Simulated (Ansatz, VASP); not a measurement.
This is a calculation of Te2Mo for Ansatz 0.2.0.

The input input.yaml:

```yaml
crystal:
  lattice:
    - [6.3189123666, 0.0, 0.0]
    - [0.0, 3.4570439464, 0.0]
    - [-0.0851657613, 0.0, 35.9330919416]
  atoms:
    - { symbol: Te, position: [0.4292511, 0.75, 0.54070358] }
    - { symbol: Te, position: [0.5707489, 0.25, 0.45929642] }
    - { symbol: Te, position: [0.92084787, 0.25, 0.55652732] }
    - { symbol: Te, position: [0.07915213, 0.75, 0.44347268] }
    - { symbol: Mo, position: [0.18134756, 0.25, 0.49746537] }
    - { symbol: Mo, position: [0.81865244, 0.75, 0.50253463] }
hamiltonian:
  xc: { exchange: pbe, correlation: none }
  pseudopotentials: { kind: paw }
kpoints:
  mp_grid: { grid: [4, 8, 1] }
scf:
  occupations: { method: fermi_dirac, width: 0.05 }
output:
  forces: true
  stress: true
  eigenvalues: true
```

Potentials or basis: Ansatz PAW.

Command:

```console
$ ansatz run input.yaml --threads 2 --pin off --max-ram 5120MiB --backend cpu --events-out ev --progress --plain --runs-dir out
```

Problem. Translate it to VASP 6.6.1. Potentials there: VASP PAW PBE potentials, release 64 (Te, Mo_sv).

Solution. As run (the cutoff follows the program's own potentials):

Contents of INCAR:

```
SYSTEM = Te2Mo
PREC = Accurate
ENCUT = 520
EDIFF = 1E-7
ISMEAR = -1
SIGMA = 0.05
LREAL = .FALSE.
LASPH = .TRUE.
NELM = 100
ALGO = Normal
ISIF = 2
LWAVE = .FALSE.
LCHARG = .TRUE.
GGA = PE
ALDAC = 0.0
AGGAC = 0.0
LELF = .TRUE.
LVHAR = .TRUE.
NBANDS = 35
```

KPOINTS

```
regular mesh
0
G
  4 8 1
  0 0 0
```

Contents of POSCAR:

```
Te2Mo
1.0
    6.3189123666      0.0000000000      0.0000000000
    0.0000000000      3.4570439464      0.0000000000
   -0.0851657613      0.0000000000     35.9330919416
Te Mo
4 2
Direct
    0.4292511000      0.7500000000      0.5407035800
    0.5707489000      0.2500000000      0.4592964200
    0.9208478700      0.2500000000      0.5565273200
    0.0791521300      0.7500000000      0.4434726800
    0.1813475600      0.2500000000      0.4974653700
    0.8186524400      0.7500000000      0.5025346300
```

Potentials or basis: VASP PAW PBE potentials, release 64 (Te, Mo_sv).

Launch:

```sh
$ cat potpaw_PBE.64/Te/POTCAR potpaw_PBE.64/Mo_sv/POTCAR > POTCAR
$ mpirun -np 1 vasp_std > vasp.out
```

Both were run:

|  | VASP | Ansatz | Ansatz less VASP |
| --- | --- | --- | --- |
| gap on the k mesh at the Fermi level (eV) | none | none | - |
| rms of the force components (eV/Å) | 0.869 | 0.855 | -0.0141 |

VASP's potentials were made for PBE, not for PBE exchange alone. Atom by atom the forces differ by 0.014 eV/Å (rms over components). A gap of «none» marks a metal or a gap that the smearing closes. VASP's potentials hold 52 valence electrons a cell and Ansatz's 92, so a difference there can come from the potentials and not from the codes.

Spin-orbit coupling is off throughout.
